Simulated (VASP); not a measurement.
# InP: single point with PBE

Crystal: InP.

```
In P
1.0
     0.00000    2.83158    2.50991
     2.83158    0.00000    2.50991
     2.83158    2.83158    0.00000
In P
1 1
Direct
  0.00000 0.00000 0.00000
  0.50000 0.50000 0.50000
```

This cell differs from its parent crystal: volume 20.124 Å^3 an atom, c/a of the conventional cell 0.8864.

```
Program                : VASP 6.6.1
Task                   : single point
Functional             : PBE
Potentials or basis    : VASP PAW PBE potentials, release 64 (In_d, P)
Cutoff                 : 520 eV
k mesh                 : 20 × 20 × 20
Occupations            : gaussian, width 0.15 eV
Spin                   : no spin polarisation
Dipole correction      : no
Further INCAR settings : ALGO = Normal; EDIFF = 1e-06; NBANDS = 16
```

The pressure is 7.2 GPa and the band gap on the k mesh is zero (band 9 reaches 8.05 eV, above the bottom of band 10 at 4.80 eV).

Stress tensor (GPa, compression positive):
```
 0.23  0.00  0.00
 0.00  0.23  0.00
 0.00  0.00 21.04
```

Levels at points of the mesh, in eV from the Fermi level:
```csv
k point,band 6,band 7,band 8,band 9,band 10,band 11,band 12,band 13
"(0.00, 0.00, 0.00)",-12.40,-1.17,0.03,0.03,1.10,6.93,6.93,7.59
"(0.50, 0.00, 0.00)",-10.24,-6.99,-0.15,0.33,2.12,2.84,4.49,6.02
"(0.50, 0.50, 0.00)",-8.19,-5.28,-3.10,-2.92,-2.92,3.35,9.98,9.98
"(0.50, 0.00, 0.50)",-9.31,-5.33,-3.04,-1.89,-1.61,4.02,8.67,10.18
```

Run time: 4.5 min on 1 thread of Intel(R) Xeon(R) Platinum 8488C (Sapphire Rapids) (shared host), peak memory 0.49 GiB.

Caveat: spin-orbit coupling is left out, which moves the levels of the heavy elements.
